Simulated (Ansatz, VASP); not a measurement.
**One calculation of As, two programs**

The input POSCAR:

```
As
1.0
    1.9055470646      1.1001681106      3.5603049553
   -1.9055470646      1.1001681106      3.5603049553
    0.0000000000     -2.2003362214      3.5603049553
As
2
Direct
    0.2260000000      0.2260000000      0.2260000000
    0.7740000000      0.7740000000      0.7740000000
```

INCAR.step1

```
PREC = Accurate
ENCUT = 520
ISMEAR = -1
SIGMA = 0.05
LREAL = False
LASPH = True
NELM = 80
NBANDS = 12
GGA = PE
ALGO = Normal
EDIFF = 1E-4
LWAVE = True
LCHARG = False
```

File INCAR.step2:

```
PREC = Accurate
ENCUT = 520
EDIFF = 1E-6
ISMEAR = -1
SIGMA = 0.05
LREAL = False
LASPH = True
NELM = 80
ALGO = Normal
ISIF = 2
LWAVE = False
LCHARG = True
METAGGA = R2SCAN
LMIXTAU = True
LELF = True
LVHAR = True
NBANDS = 12
ISTART = 1
```

File KPOINTS:

```
Automatic mesh
0
Gamma
  9 9 9
```

File input.yaml:

```yaml
crystal:
  lattice:
    - [1.9055470646, 1.1001681106, 3.5603049553]
    - [-1.9055470646, 1.1001681106, 3.5603049553]
    - [0.0, -2.2003362214, 3.5603049553]
  atoms:
    - { symbol: As, position: [0.226, 0.226, 0.226] }
    - { symbol: As, position: [0.774, 0.774, 0.774] }
hamiltonian:
  xc: r2scan
  pseudopotentials: { kind: paw }
kpoints:
  mp_grid: { grid: [9, 9, 9] }
scf:
  occupations: { method: fermi_dirac, width: 0.05 }
output:
  forces: true
  stress: true
  eigenvalues: true
```

Alike in both runs: task single point; functional r2SCAN; k mesh 9 × 9 × 9; occupations fermi-dirac, width 0.05 eV; no spin polarisation.

```csv
,VASP,Ansatz
version,VASP 6.6.1,Ansatz 0.2.0
potentials or method,"VASP PAW PBE potentials, release 64 (As)",Ansatz PAW
plane-wave cutoff (eV),520,500
valence electrons in the cell,10,30
```

VASP gave:

| Item | Value |
| --- | --- |
| gap on the k mesh at the Fermi level (eV) | none |
| pressure (GPa) | -1.0 |
| traceless stress, the component that is largest in VASP (GPa) | 1.07 |
| rms of the force components (eV/Å) | 0.037 |

Question: What did Ansatz give for the same quantities?

Answer: gap on the k mesh at the Fermi level (eV): none; pressure (GPa): -1.1; traceless stress, the component that is largest in VASP (GPa): 1.10; rms of the force components (eV/Å): 0.058.

VASP's potentials were made for PBE, not for r2SCAN. Atom by atom the forces differ by 0.020 eV/Å (rms over components). A gap of «none» marks a metal or a gap that the smearing closes. VASP's potentials hold 10 valence electrons a cell and Ansatz's 30, so a difference there can come from the potentials and not from the codes.
